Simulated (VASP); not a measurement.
Here is a VASP 6.6.1 calculation.

Contents of POSCAR:

```
SnSe2
1.0
    3.8251493292      0.0000000000      0.0000000000
   -1.9125746646      3.3126764923      0.0000000000
    0.0000000000      0.0000000000      6.2270790415
Sn Se
1 2
Direct
    0.0000000000      0.0000000000      0.0000000000
    0.3333333333      0.6666666667      0.2530782243
    0.6666666667      0.3333333333      0.7469217757
```

File INCAR.step1:

```
SYSTEM = SnSe2
  PREC = Accurate
  ENCUT = 520
  ISMEAR = 0
  SIGMA = 0.01
  LREAL = .FALSE.
  LASPH = .TRUE.
  NELM = 80
  NBANDS = 20
  GGA = PE
  ALGO = Normal
  EDIFF = 1E-4
  LWAVE = .TRUE.
  LCHARG = .FALSE.
```

INCAR.step2

```
SYSTEM = SnSe2
  PREC = Accurate
  ENCUT = 520
  EDIFF = 1E-6
  ISMEAR = 0
  SIGMA = 0.01
  LREAL = .FALSE.
  LASPH = .TRUE.
  NELM = 80
  ALGO = Normal
  ISIF = 2
  LWAVE = .FALSE.
  LCHARG = .FALSE.
  METAGGA = R2SCAN
  LMIXTAU = .TRUE.
  NBANDS = 20
  ISTART = 1
```

File KPOINTS:

```
Automatic mesh
0
G
  6 6 4
  0 0 0
```

Potentials or basis: VASP PAW PBE potentials, release 64 (Sn_d, Se).

Run with:

```bash
$ cat potpaw_PBE.64/Sn_d/POTCAR potpaw_PBE.64/Se/POTCAR > POTCAR
$ cp INCAR.step1 INCAR
$ mpirun -np 1 vasp_std > vasp.out
$ cp INCAR.step2 INCAR
$ mpirun -np 1 vasp_std > vasp.out
```

Q: Estimate the pressure.

A: 1.0 GPa.

Q: Predict the largest force.

A: 0.026 eV/Å.

Q: Predict the band gap on the k mesh.

A: 1.07 eV, indirect (least direct gap 1.51 eV).

Forces on the atoms (eV/Å):
```
Sn   0.000  0.000  0.000
Se   0.000  0.000 -0.026
Se   0.000  0.000  0.026
```

Caveat: the PAW data sets were made with another functional, which shifts forces and pressure a little; spin-orbit coupling is left out, which moves the levels of the heavy elements. A k mesh can miss the band edges.
